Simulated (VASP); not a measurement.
# Mg (Fd-3m) in VASP: further runs

Runs on Mg. Level: PBE. Tasks: single point.

Everything below comes from runs of VASP 6.6.1. Logs are shortened: lines on timing, memory, paths and dates and some standing lists are left out, and cuts for length are marked.

### 1 The cell of the first run

It takes space group Fd-3m (No. 227, cubic). The conventional cell has a = 7.128 Å, b = 7.128 Å, c = 7.128 Å, α = 90.00°, β = 90.00°, γ = 90.00°. Within 4.1 Å of Mg (site symmetry -43m) lie 4 Mg at 3.09 Å.

### 2 Single point, PBE (volume scaled by 1.12)

Input file INCAR:

```
ALGO = Normal
EDIFF = 1E-7
ENCUT = 520
GGA = PE
ISIF = 2
ISMEAR = -1
LASPH = T
LCHARG = F
LREAL = F
LWAVE = F
NBANDS = 9
NELM = 80
PREC = Accurate
SIGMA = 0.1
```

Input file KPOINTS:

```
k-points
0
Gamma
  9 9 9
```

Input file POSCAR:

```
Mg
1.0
    0.0000000000      3.5639693018      3.5639693018
    3.5639693018      0.0000000000      3.5639693018
    3.5639693018      3.5639693018      0.0000000000
Mg
2
Direct
    0.1250000000      0.1250000000      0.1250000000
    0.8750000000      0.8750000000      0.8750000000
```

Potentials or basis: VASP PAW PBE potentials, release 64 (Mg).

Launch:

```console
$ cat potpaw_PBE.64/Mg/POTCAR > POTCAR
$ mpirun -np 1 vasp_std > vasp.out
```

OUTCAR:

```text
EDIFF = 1E-7
   ENCUT = 520
   GGA = PE
   ISIF = 2
   ISMEAR = -1
   LASPH = T
   LREAL = F
   NELM = 80
   PREC = Accurate

 ion  position               nearest neighbor table
   1  0.125  0.125  0.125-   2 3.09   2 3.09   2 3.09   2 3.09
   2  0.875  0.875  0.875-   1 3.09   1 3.09   1 3.09   1 3.09

  LATTYP: Found a face centered cubic cell.
 ALAT       =     7.1279386036

  Lattice vectors:

 A1 = (   0.0000000000,   3.5639693018,   3.5639693018)
 A2 = (   3.5639693018,   0.0000000000,   3.5639693018)
 A3 = (   3.5639693018,   3.5639693018,   0.0000000000)

Analysis of symmetry for initial positions (statically):
=====================================================================
 Subroutine PRICEL returns:
 Original cell was already a primitive cell.

 Routine SETGRP: Setting up the symmetry group for a
 face centered cubic supercell.

 Subroutine GETGRP returns: Found 48 space group operations
 (whereof 12 operations were pure point group operations)
 out of a pool of 48 trial point group operations.

The static configuration has the point symmetry D_3d.
 The point group associated with its full space group is O_h .

Analysis of symmetry for dynamics (positions and initial velocities):
=====================================================================
 Subroutine PRICEL returns:
 Original cell was already a primitive cell.

 Routine SETGRP: Setting up the symmetry group for a
 face centered cubic supercell.

 Subroutine GETGRP returns: Found 48 space group operations
 (whereof 12 operations were pure point group operations)
 out of a pool of 48 trial point group operations.

The dynamic configuration has the point symmetry D_3d.
 The point group associated with its full space group is O_h .

 Subroutine INISYM returns: Found 48 space group operations
 (whereof 12 operations are pure point group operations),
 and found     1 'primitive' translations

----------------------------------------------------------------------------------------

                                     Primitive cell

  volume of cell :      90.5382

  direct lattice vectors                    reciprocal lattice vectors
     0.000000000  3.563969302  3.563969302    -0.140293015  0.140293015  0.140293015
     3.563969302  0.000000000  3.563969302     0.140293015 -0.140293015  0.140293015
     3.563969302  3.563969302  0.000000000     0.140293015  0.140293015 -0.140293015

  length of vectors
     5.040213722  5.040213722  5.040213722     0.242994631  0.242994631  0.242994631

  position of ions in fractional coordinates (direct lattice)
     0.125000000  0.125000000  0.125000000
     0.875000000  0.875000000  0.875000000

  ion indices of the primitive-cell ions
   primitive index   ion index
                 1           1
                 2           2

----------------------------------------------------------------------------------------

 KPOINTS: k-points

Automatic generation of k-mesh.
 Grid dimensions read from file:
 generate k-points for:    9    9    9

 Generating k-lattice:

  Cartesian coordinates                     Fractional coordinates (reciprocal lattice)
    -0.015588113  0.015588113  0.015588113     0.111111111  0.000000000  0.000000000
     0.015588113 -0.015588113  0.015588113     0.000000000  0.111111111  0.000000000
     0.015588113  0.015588113 -0.015588113     0.000000000  0.000000000  0.111111111

  Length of vectors
     0.026999403  0.026999403  0.026999403

  Shift w.r.t. Gamma in fractional coordinates (k-lattice)
     0.000000000  0.000000000  0.000000000

 Subroutine IBZKPT returns following result:
 ===========================================

 Found     35 irreducible k-points:

 Following reciprocal coordinates:
            Coordinates               Weight
  0.000000  0.000000  0.000000      1.000000
  0.111111  0.000000  0.000000      8.000000
  0.222222  0.000000  0.000000      8.000000
  0.333333  0.000000  0.000000      8.000000
  0.444444  0.000000  0.000000      8.000000
  0.111111  0.111111  0.000000      6.000000
[... 16 lines left out ...]
 -0.333333  0.333333  0.000000     12.000000
  0.444444  0.444444  0.000000      6.000000
 [... further k-points ...]
   k-points           NKPTS =     35   k-points in BZ     NKDIM =     35   number of bands    NBANDS=      9
   number of dos      NEDOS =    301   number of ions     NIONS =      2
   total plane-waves  NPLWV =  64000
   dimension x,y,z NGX =    40 NGY =   40 NGZ =   40
   dimension x,y,z NGXF=    80 NGYF=   80 NGZF=   80
   ions per type =               2
   NGX,Y,Z   is equivalent  to a cutoff of  13.19, 13.19, 13.19 a.u.
   NGXF,Y,Z  is equivalent  to a cutoff of  26.39, 26.39, 26.39 a.u.
 SYSTEM =  unknown system
   PREC   = accura    normal or accurate (medium, high low for compatibility)
   ISTART =      0    job   : 0-new  1-cont  2-samecut
   ICHARG =      2    charge: 1-file 2-atom 10-const
   ISPIN  =      1    spin polarized calculation?
   LNONCOLLINEAR =      F non collinear calculations
   LSORBIT =      F    spin-orbit coupling
   LASPH  =      T    aspherical Exc in radial PAW
   ENCUT  =  520.0 eV  38.22 Ry    6.18 a.u.   9.37  9.37  9.37*2*pi/ulx,y,z
   NELM   =     80;   NELMIN=  2; NELMDL= -5     # of ELM steps
   EDIFF  = 0.1E-06   stopping-criterion for ELM
   LREAL  =      F    real-space projection
   EDIFFG = 0.1E-05   stopping-criterion for IOM
   NSW    =      0    number of steps for IOM
   IBRION =     -1    ionic relax: 0-MD 1-quasi-New 2-CG
   NFREE  =      0    steps in history (QN), initial steepest desc. (CG)
   ISIF   =      2    stress and relaxation
   ISYM   =      2    0-nonsym 1-usesym 2-fastsym
   POTIM  = 0.5000    time-step for ionic-motion
   TEBEG  =    0.0;   TEEND  =   0.0 temperature during run
   PSTRESS=    0.0 pullay stress
   NELECT =       4.0000    total number of electrons
   NUPDOWN=      -1.0000    fix difference up-down
   EMIN   =  10.00;   EMAX   =-10.00  energy-range for DOS
   EFERMI =   0.00;   METHOD = LEGACY
   ISMEAR =    -1;   SIGMA  =   0.10  broadening in eV -4-tet -1-fermi 0-gaus
   EFERMI_NEDOS =   21; number of points for ismear=-14 and -15
   IALGO  =     38    algorithm
   IMIX   =      4    mixing-type and parameters
     AMIX     =   0.40;   BMIX     =  1.00
     AMIX_MAG =   1.60;   BMIX_MAG =  1.00
  volume/ion in A,a.u.               =      45.27       305.49
  Fermi-wavevector in a.u.,A,eV,Ry     =   0.578741  1.093662  4.557150  0.334941
  Thomas-Fermi vector in A             =   1.622169
   LORBIT       =      0    0 simple, 1 ext, 2 COOP (PROOUT), +10 PAW based schemes
   GGA     = PE    functional components
   LHFCALC =     F    Hartree Fock is set to
   AEXX    =    0.0000 exact exchange contribution
   IVDW    =     0    specifies the selected vdW correction
   LEPSILON=     F    determine dielectric tensor
   LRPA    =     F    only Hartree local field effects (RPA)
 non-spin polarized calculation
  energy-cutoff  :      520.00
  volume of cell :       90.54
 maximum number of plane-waves:      2454
 NGX is ok and might be reduce to    40
   NGX = 19   NGY = 19   NGZ = 19

 number of electron       4.0000000 magnetization

 Free energy of the ion-electron system (eV)
  ---------------------------------------------------
  ext. energy  EPLUGINS =         0.00000000
  ---------------------------------------------------
  free energy    TOTEN  =        -1.45386671 eV

  energy without entropy =       -1.40774684  energy(sigma->0) =       -1.43080677

 E-fermi :  -0.2034     XC(G=0):  -6.3580

 val. band max:       -0.2439976545   @ k =  -0.2222   0.3333   0.1111
 cond. band min:      -0.0648834249   @ k =   0.3333   0.2222   0.0000
 fundamental gap:      0.1791142296
 Fermi energy:        -0.2033661518

 k-point     1 :       0.0000    0.0000    0.0000
  band No.  band energies     occupation
      1      -4.8595      2.00000
      2       2.6889      0.00000
      3       2.6889      0.00000
      4       2.6889      0.00000
      5       3.7654      0.00000
      6       3.7654      0.00000
      7       3.7654      0.00000
      8       4.6405      0.00000
      9       6.0461      0.00000

 k-point     2 :       0.1111    0.0000    0.0000
  band No.  band energies     occupation
      1      -4.7583      2.00000
      2       1.7261      0.00000
      3       2.4964      0.00000
      4       2.4964      0.00000
      5       3.7903      0.00000
      6       4.0332      0.00000
      7       4.0332      0.00000
      8       5.2978      0.00000
      9       6.1910      0.00000

 k-point     3 :       0.2222    0.0000    0.0000
  band No.  band energies     occupation
      1      -4.4592      2.00000
      2       0.3636      0.00687
      3       2.2066      0.00000
      4       2.2066      0.00000
      5       3.5145      0.00000
      6       4.3148      0.00000
      7       4.3148      0.00000
      8       6.0397      0.00000
      9       6.0397      0.00000

 k-point     4 :       0.3333    0.0000    0.0000
  band No.  band energies     occupation
      1      -3.9835      2.00000
      2      -0.8696      1.99745
      3       2.0009      0.00000
      4       2.0009      0.00000
      5       3.2836      0.00000
      6       4.1673      0.00000
      7       4.1673      0.00000
      8       6.1563      0.00000
      9       6.7446      0.00000

 k-point     5 :       0.4444    0.0000    0.0000
  band No.  band energies     occupation
      1      -3.4444      2.00000
      2      -1.7957      2.00000
      3       1.9012      0.00000
      4       1.9012      0.00000
      5       3.1658      0.00000
      6       3.9839      0.00000
      7       3.9839      0.00000
      8       5.8899      0.00000
      9       7.9202      0.00000

 k-point     6 :       0.1111    0.1111    0.0000
  band No.  band energies     occupation
      1      -4.7244      2.00000
      2       2.0007      0.00000
      3       2.1367      0.00000
      4       2.1367      0.00000
      5       3.3528      0.00000
      6       4.4882      0.00000
      7       4.4882      0.00000
      8       5.0566      0.00000
      9       5.8359      0.00000
[... 169 lines left out ...]
 k-point    21 :       0.4444    0.3333    0.0000
  band No.  band energies     occupation
      1      -3.1871      2.00000
      2      -1.0994      1.99974
      3       0.3689      0.00652
      4       0.8689      0.00004
      5       2.3747      0.00000
      6       3.0548      0.00000
      7       6.8892      0.00000
      8       7.0240      0.00000
      9       8.8677      0.00000

 k-point    22 :      -0.4444    0.3333    0.0000
  band No.  band energies     occupation
      1      -2.6476      2.00000
      2      -1.6952      2.00000
      3      -0.3032      1.46156
      4       0.9471      0.00002
      5       2.4577      0.00000
      6       4.1824      0.00000
      7       6.5509      0.00000
      8       6.8287      0.00000
      9       7.7961      0.00000

 k-point    23 :      -0.3333    0.3333    0.0000
  band No.  band energies     occupation
      1      -2.7421      2.00000
      2      -1.5929      2.00000
      3      -0.5609      1.94554
      4       1.1938      0.00000
      5       2.7318      0.00000
      6       5.5096      0.00000
      7       6.1817      0.00000
      8       6.4813      0.00000
      9       6.6369      0.00000

 k-point    24 :       0.4444    0.4444    0.0000
  band No.  band energies     occupation
      1      -2.7611      2.00000
      2      -1.6600      2.00000
      3       0.7189      0.00020
      4       0.7189      0.00020
      5       2.1112      0.00000
      6       2.2834      0.00000
      7       8.1573      0.00000
      8       8.1573      0.00000
      9       8.8487      0.00000

 [... further k-points ...]

------------------------ aborting loop because EDIFF is reached ----------------------------------------

  FORCE on cell =-STRESS in cart. coord.  units (eV):
  Direction    XX          YY          ZZ          XY          YZ          ZX
  --------------------------------------------------------------------------------------
  -------------------------------------------------------------------------------------
  Total       -0.5526167     -0.5526167     -0.5526167      0.0000000     -0.0000000      0.0000000
  in kB       -9.7791870     -9.7791870     -9.7791870      0.0000000     -0.0000000      0.0000000
  external PRESSURE =      -9.7791870 kB  Pullay stress =       0.0000000 kB

 VOLUME and BASIS-vectors are now :
 -----------------------------------------------------------------------------
  energy-cutoff  :      520.00
  volume of cell :       90.54
      direct lattice vectors                 reciprocal lattice vectors
     0.000000000  3.563969302  3.563969302    -0.140293015  0.140293015  0.140293015
     3.563969302  0.000000000  3.563969302     0.140293015 -0.140293015  0.140293015
     3.563969302  3.563969302  0.000000000     0.140293015  0.140293015 -0.140293015

 POSITION                                       TOTAL-FORCE (eV/Angst)
 -----------------------------------------------------------------------------------
      0.89099      0.89099      0.89099         0.000000     -0.000000     -0.000000
      6.23695      6.23695      6.23695        -0.000000      0.000000      0.000000
 -----------------------------------------------------------------------------------
    total drift:                               -0.000000     -0.000000     -0.000000

  FREE ENERGIE OF THE ION-ELECTRON SYSTEM (eV)
  ---------------------------------------------------
  free  energy   TOTEN  =        -1.4538667119 eV

  energy  without entropy=       -1.4077468377  energy(sigma->0) =       -1.43080677
```

It took 19 s on 1 thread of AMD EPYC 9R45 (Zen 5), shared host; peak memory 0.2 GiB.

Results:

```yaml
Free_energy: -1.4539 eV
Pressure: -1.0 GPa
Band_gap_on_the_k_mesh: zero (band 2 reaches 2.69 eV, above the bottom of band 3 at -0.56 eV)
```

Caveat: the cell differs from its parent crystal (volume scaled by 1.12).

### 3 Single point, PBE

This run uses another cell than the first one, of 40.42 Å³/atom, 0.893 times its volume.

Input file INCAR:

```
  ALGO = Normal
  EDIFF = 1E-6
  ENCUT = 520
  GGA = PE
  ISIF = 2
  ISMEAR = -1
  LASPH = T
  LCHARG = T
  LELF = T
  LREAL = F
  LVHAR = T
  LWAVE = F
  NBANDS = 9
  NELM = 100
  PREC = Accurate
  SIGMA = 0.1
```

Input file KPOINTS:

```
k-points
0
Gamma
  13 13 13
```

Input file POSCAR:

```
Mg
1.0
    0.0000000000      3.4318472317      3.4318472317
    3.4318472317      0.0000000000      3.4318472317
    3.4318472317      3.4318472317      0.0000000000
Mg
2
Direct
    0.1250000000      0.1250000000      0.1250000000
    0.8750000000      0.8750000000      0.8750000000
```

Potentials or basis: VASP PAW PBE potentials, release 64 (Mg).

Launch:

```console
$ cat potpaw_PBE.64/Mg/POTCAR > POTCAR
$ mpirun -np 1 vasp_std > vasp.out
```

Wall time 26 s (1 thread of AMD EPYC 9R45 (Zen 5), shared host); peak memory 0.19 GiB.

Results (log left out):

| Property | Result |
| --- | --- |
| Free energy | -1.4834 eV |
| Pressure | 0.0 GPa |
| Band gap on the k mesh | zero (band 2 reaches 3.27 eV, above the bottom of band 3 at -0.34 eV) |

Levels at points of the mesh, in eV from the Fermi level:
| k point | band 1 | band 2 | band 3 | band 4 | band 5 | band 6 |
| --- | --- | --- | --- | --- | --- | --- |
| (0.00, 0.00, 0.00) | -4.95 | 3.16 | 3.16 | 3.16 | 4.22 | 4.22 |

(Continued in part 2 of 2.)
